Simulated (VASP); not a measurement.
# B3P4Ir (P-43m) in VASP: single point with PBE

Aim: the single point of B3P4Ir with PBE.

Program: VASP 6.6.1. These are calculated values, not measurements. Logs are shortened: lines on timing, memory, paths and dates and some standing lists are left out, and cuts for length are marked.

### 1 The cell of the first run

Symmetry: P-43m, No. 215, cubic system. Conventional cell: a = 4.779 Å, b = 4.779 Å, c = 4.779 Å, α = 90.00°, β = 90.00°, γ = 90.00°. Within 2.7 Å of B (site symmetry -42m) lie 4 P at 2.06 Å. Within 2.7 Å of P (site symmetry 3m) lie 3 B at 2.06 Å and 1 Ir at 2.09 Å. Within 2.8 Å of Ir (site symmetry -43m) lie 4 P at 2.09 Å.

The cell was generated, and may not be a known phase.

### 2 Single point, PBE

Input file INCAR:

```
  PREC = Accurate
  ENCUT = 520
  EDIFF = 1E-6
  ISMEAR = 0
  SIGMA = 0.1
  LREAL = F
  LASPH = T
  NELM = 100
  ALGO = Normal
  ISIF = 2
  LWAVE = F
  LCHARG = T
  GGA = PE
  LELF = T
  LVHAR = T
  NBANDS = 29
```

Input file KPOINTS:

```
regular mesh
0
Gamma
  4 4 4
```

Input file POSCAR:

```
B3P4Ir
1.0
    4.7787143800      0.0000000000      0.0000000000
    0.0000000000      4.7787143800      0.0000000000
    0.0000000000      0.0000000000      4.7787143800
B P Ir
3 4 1
Direct
    0.0000000000      0.5000000000      0.5000000000
    0.5000000000      0.5000000000      0.0000000000
    0.5000000000      0.0000000000      0.5000000000
    0.2526776800      0.7473223200      0.7473223200
    0.7473223200      0.7473223200      0.2526776800
    0.7473223200      0.2526776800      0.7473223200
    0.2526776800      0.2526776800      0.2526776800
    0.0000000000      0.0000000000      0.0000000000
```

Potentials or basis: VASP PAW PBE potentials, release 64 (B, P, Ir).

Run with:

```sh
$ cat potpaw_PBE.64/B/POTCAR potpaw_PBE.64/P/POTCAR potpaw_PBE.64/Ir/POTCAR > POTCAR
$ mpirun -np 1 vasp_std > vasp.out
```

OUTCAR:

```text
PREC = Accurate
   ENCUT = 520
   EDIFF = 1E-6
   ISMEAR = 0
   LREAL = F
   LASPH = T
   NELM = 100
   ISIF = 2
   GGA = PE

 ion  position               nearest neighbor table
   1  0.000  0.500  0.500-   4 2.06   5 2.06   6 2.06   7 2.06
   2  0.500  0.500  0.000-   4 2.06   5 2.06   6 2.06   7 2.06
   3  0.500  0.000  0.500-   4 2.06   5 2.06   6 2.06   7 2.06
   4  0.253  0.747  0.747-   1 2.06   2 2.06   3 2.06   8 2.09
   5  0.747  0.747  0.253-   1 2.06   2 2.06   3 2.06   8 2.09
   6  0.747  0.253  0.747-   1 2.06   2 2.06   3 2.06   8 2.09
   7  0.253  0.253  0.253-   1 2.06   2 2.06   3 2.06   8 2.09
   8  0.000  0.000  0.000-   4 2.09   5 2.09   6 2.09   7 2.09

  LATTYP: Found a simple cubic cell.
 ALAT       =     4.7787143800

  Lattice vectors:

 A1 = (   4.7787143800,   0.0000000000,   0.0000000000)
 A2 = (   0.0000000000,   4.7787143800,   0.0000000000)
 A3 = (   0.0000000000,   0.0000000000,   4.7787143800)

Analysis of symmetry for initial positions (statically):
=====================================================================
 Subroutine PRICEL returns:
 Original cell was already a primitive cell.

 Routine SETGRP: Setting up the symmetry group for a
 simple cubic supercell.

 Subroutine GETGRP returns: Found 24 space group operations
 (whereof 24 operations were pure point group operations)
 out of a pool of 48 trial point group operations.

The static configuration has the point symmetry T_d .

Analysis of symmetry for dynamics (positions and initial velocities):
=====================================================================
 Subroutine PRICEL returns:
 Original cell was already a primitive cell.

 Routine SETGRP: Setting up the symmetry group for a
 simple cubic supercell.

 Subroutine GETGRP returns: Found 24 space group operations
 (whereof 24 operations were pure point group operations)
 out of a pool of 48 trial point group operations.

The dynamic configuration has the point symmetry T_d .

 Subroutine INISYM returns: Found 24 space group operations
 (whereof 24 operations are pure point group operations),
 and found     1 'primitive' translations

----------------------------------------------------------------------------------------

                                     Primitive cell

  volume of cell :     109.1273

  direct lattice vectors                    reciprocal lattice vectors
     4.778714380  0.000000000  0.000000000     0.209261303  0.000000000  0.000000000
     0.000000000  4.778714380  0.000000000     0.000000000  0.209261303  0.000000000
     0.000000000  0.000000000  4.778714380     0.000000000  0.000000000  0.209261303

  length of vectors
     4.778714380  4.778714380  4.778714380     0.209261303  0.209261303  0.209261303

  position of ions in fractional coordinates (direct lattice)
     0.000000000  0.500000000  0.500000000
     0.500000000  0.500000000  0.000000000
     0.500000000  0.000000000  0.500000000
     0.252677680  0.747322320  0.747322320
     0.747322320  0.747322320  0.252677680
     0.747322320  0.252677680  0.747322320
     0.252677680  0.252677680  0.252677680
     0.000000000  0.000000000  0.000000000

  ion indices of the primitive-cell ions
   primitive index   ion index
                 1           1
                 2           2
                 3           3
                 4           4
                 5           5
                 6           6
                 7           7
                 8           8

----------------------------------------------------------------------------------------

 KPOINTS: regular mesh

Automatic generation of k-mesh.
 Grid dimensions read from file:
 generate k-points for:    4    4    4

 Generating k-lattice:

  Cartesian coordinates                     Fractional coordinates (reciprocal lattice)
     0.052315326  0.000000000  0.000000000     0.250000000  0.000000000  0.000000000
     0.000000000  0.052315326  0.000000000     0.000000000  0.250000000  0.000000000
     0.000000000  0.000000000  0.052315326     0.000000000  0.000000000  0.250000000

  Length of vectors
     0.052315326  0.052315326  0.052315326

  Shift w.r.t. Gamma in fractional coordinates (k-lattice)
     0.000000000  0.000000000  0.000000000

 Subroutine IBZKPT returns following result:
 ===========================================

 Found     10 irreducible k-points:

 Following reciprocal coordinates:
            Coordinates               Weight
  0.000000  0.000000  0.000000      1.000000
  0.250000  0.000000  0.000000      6.000000
  0.500000  0.000000  0.000000      3.000000
  0.250000  0.250000  0.000000     12.000000
  0.500000  0.250000  0.000000     12.000000
  0.500000  0.500000  0.000000      3.000000
  0.250000  0.250000  0.250000      8.000000
  0.500000  0.250000  0.250000     12.000000
  0.500000  0.500000  0.250000      6.000000
  0.500000  0.500000  0.500000      1.000000
   k-points           NKPTS =     10   k-points in BZ     NKDIM =     10   number of bands    NBANDS=     29
   number of dos      NEDOS =    301   number of ions     NIONS =      8
   total plane-waves  NPLWV =  46656
   dimension x,y,z NGX =    36 NGY =   36 NGZ =   36
   dimension x,y,z NGXF=    72 NGYF=   72 NGZF=   72
   ions per type =               3   4   1
   NGX,Y,Z   is equivalent  to a cutoff of  12.52, 12.52, 12.52 a.u.
   NGXF,Y,Z  is equivalent  to a cutoff of  25.05, 25.05, 25.05 a.u.
 SYSTEM =  unknown system
   PREC   = accura    normal or accurate (medium, high low for compatibility)
   ISTART =      0    job   : 0-new  1-cont  2-samecut
   ICHARG =      2    charge: 1-file 2-atom 10-const
   ISPIN  =      1    spin polarized calculation?
   LNONCOLLINEAR =      F non collinear calculations
   LSORBIT =      F    spin-orbit coupling
   LASPH  =      T    aspherical Exc in radial PAW
   ENCUT  =  520.0 eV  38.22 Ry    6.18 a.u.   8.89  8.89  8.89*2*pi/ulx,y,z
   NELM   =    100;   NELMIN=  2; NELMDL= -5     # of ELM steps
   EDIFF  = 0.1E-05   stopping-criterion for ELM
   LREAL  =      F    real-space projection
   EDIFFG = 0.1E-04   stopping-criterion for IOM
   NSW    =      0    number of steps for IOM
   IBRION =     -1    ionic relax: 0-MD 1-quasi-New 2-CG
   NFREE  =      0    steps in history (QN), initial steepest desc. (CG)
   ISIF   =      2    stress and relaxation
   ISYM   =      2    0-nonsym 1-usesym 2-fastsym
   POTIM  = 0.5000    time-step for ionic-motion
   TEBEG  =    0.0;   TEEND  =   0.0 temperature during run
   PSTRESS=    0.0 pullay stress
   NELECT =      38.0000    total number of electrons
   NUPDOWN=      -1.0000    fix difference up-down
   EMIN   =  10.00;   EMAX   =-10.00  energy-range for DOS
   EFERMI =   0.00;   METHOD = LEGACY
   ISMEAR =     0;   SIGMA  =   0.10  broadening in eV -4-tet -1-fermi 0-gaus
   EFERMI_NEDOS =   21; number of points for ismear=-14 and -15
   IALGO  =     38    algorithm
   IMIX   =      4    mixing-type and parameters
     AMIX     =   0.40;   BMIX     =  1.00
     AMIX_MAG =   1.60;   BMIX_MAG =  1.00
  volume/ion in A,a.u.               =      13.64        92.05
  Fermi-wavevector in a.u.,A,eV,Ry     =   1.151750  2.176492 18.048516  1.326528
  Thomas-Fermi vector in A             =   2.288406
   LORBIT       =      0    0 simple, 1 ext, 2 COOP (PROOUT), +10 PAW based schemes
   GGA     = PE    functional components
   LHFCALC =     F    Hartree Fock is set to
   AEXX    =    0.0000 exact exchange contribution
   IVDW    =     0    specifies the selected vdW correction
   LEPSILON=     F    determine dielectric tensor
   LRPA    =     F    only Hartree local field effects (RPA)
 non-spin polarized calculation
 Gauss-broadening in eV      SIGMA  =   0.10
  energy-cutoff  :      520.00
  volume of cell :      109.13
 maximum number of plane-waves:      3016
 NGX is ok and might be reduce to    36
   NGX = 17   NGY = 17   NGZ = 17

 number of electron      38.0000003 magnetization

 Free energy of the ion-electron system (eV)
  ---------------------------------------------------
  ext. energy  EPLUGINS =         0.00000000
  ---------------------------------------------------
  free energy    TOTEN  =       -50.52454101 eV

  energy without entropy =      -50.51266607  energy(sigma->0) =      -50.51860354

 E-fermi :   7.3559     XC(G=0): -10.8732

 val. band max:        7.3240004229   @ k =   0.2500   0.2500   0.0000
 cond. band min:       7.5155625316   @ k =   0.5000   0.2500   0.0000
 fundamental gap:      0.1915621088
 Fermi energy:         7.3558617803

 k-point     1 :       0.0000    0.0000    0.0000
  band No.  band energies     occupation
      1      -7.5688      2.00000
      2      -3.7399      2.00000
      3      -3.7399      2.00000
      4      -3.7399      2.00000
      5      -1.5764      2.00000
      6      -1.5764      2.00000
[... 21 lines left out ...]
     28      12.3681      0.00000
     29      12.3681      0.00000

 k-point     2 :       0.2500    0.0000    0.0000
  band No.  band energies     occupation
      1      -7.2293      2.00000
      2      -4.8055      2.00000
      3      -3.7306      2.00000
      4      -3.7306      2.00000
      5      -1.3121      2.00000
      6      -0.7585      2.00000
[... 21 lines left out ...]
     28      12.6083      0.00000
     29      13.6259      0.00000

 k-point     3 :       0.5000    0.0000    0.0000
  band No.  band energies     occupation
      1      -6.3155      2.00000
      2      -6.1823      2.00000
      3      -3.7217      2.00000
      4      -3.7217      2.00000
      5      -0.8625      2.00000
      6       0.0184      2.00000
[... 190 lines left out ...]
      5      -0.8575      2.00000
      6      -0.8575      2.00000
[... 21 lines left out ...]
     28      12.9787      0.00000
     29      13.4482      0.00000

 k-point    10 :       0.5000    0.5000    0.5000
  band No.  band energies     occupation
      1      -5.0718      2.00000
      2      -5.0718      2.00000
      3      -5.0718      2.00000
      4      -4.5486      2.00000
      5      -1.1736      2.00000
      6      -1.1736      2.00000
[... 21 lines left out ...]
     28      13.3245      0.00000
     29      13.4237      0.00000

------------------------ aborting loop because EDIFF is reached ----------------------------------------

  FORCE on cell =-STRESS in cart. coord.  units (eV):
  Direction    XX          YY          ZZ          XY          YZ          ZX
  --------------------------------------------------------------------------------------
  -------------------------------------------------------------------------------------
  Total        4.8422100      4.8422100      4.8422100     -0.0000000     -0.0000000      0.0000000
  in kB       71.0920405     71.0920405     71.0920405     -0.0000000     -0.0000000      0.0000000
  external PRESSURE =      71.0920405 kB  Pullay stress =       0.0000000 kB

 VOLUME and BASIS-vectors are now :
 -----------------------------------------------------------------------------
  energy-cutoff  :      520.00
  volume of cell :      109.13
      direct lattice vectors                 reciprocal lattice vectors
     4.778714380  0.000000000  0.000000000     0.209261303  0.000000000  0.000000000
     0.000000000  4.778714380  0.000000000     0.000000000  0.209261303  0.000000000
     0.000000000  0.000000000  4.778714380     0.000000000  0.000000000  0.209261303

 POSITION                                       TOTAL-FORCE (eV/Angst)
 -----------------------------------------------------------------------------------
      0.00000      2.38936      2.38936         0.000000      0.000000      0.000000
      2.38936      2.38936      0.00000         0.000000      0.000000     -0.000000
      2.38936      0.00000      2.38936         0.000000      0.000000      0.000000
      1.20747      3.57124      3.57124         2.630794     -2.630794     -2.630794
      3.57124      3.57124      1.20747        -2.630794     -2.630794      2.630794
      3.57124      1.20747      3.57124        -2.630794      2.630794     -2.630794
      1.20747      1.20747      1.20747         2.630794      2.630794      2.630794
      0.00000      0.00000      0.00000         0.000000      0.000000     -0.000000
 -----------------------------------------------------------------------------------
    total drift:                               -0.000000     -0.000000     -0.000000

  FREE ENERGIE OF THE ION-ELECTRON SYSTEM (eV)
  ---------------------------------------------------
  free  energy   TOTEN  =       -50.5245410089 eV

  energy  without entropy=      -50.5126660690  energy(sigma->0) =      -50.51860354
```

It took 70 s on 1 thread of Intel Xeon 8259CL, shared host; peak memory 0.21 GiB.

Results:

| Item | Value |
| --- | --- |
| Free energy | -50.5245 eV |
| Pressure | 7.1 GPa |
| Largest force | 4.557 eV/Å |
| Band gap on the k mesh | zero (bands 19 and 20 overlap by 1.47 eV) |

Forces in eV/Å, atoms in the order of the input:
```
B    0.000  0.000  0.000
B    0.000  0.000  0.000
B    0.000  0.000  0.000
P    2.631 -2.631 -2.631
P   -2.631 -2.631  2.631
P   -2.631  2.631 -2.631
P    2.631  2.631  2.631
Ir   0.000  0.000  0.000
```

Caveat: the cell stands under pressure; spin-orbit coupling is left out, which moves the levels of the heavy elements; forces of over 1 eV/Å act on the atoms, so gaps and moduli don't describe the material at rest.

The gap in the log of VASP goes by the Fermi energy; the results here count the filled bands.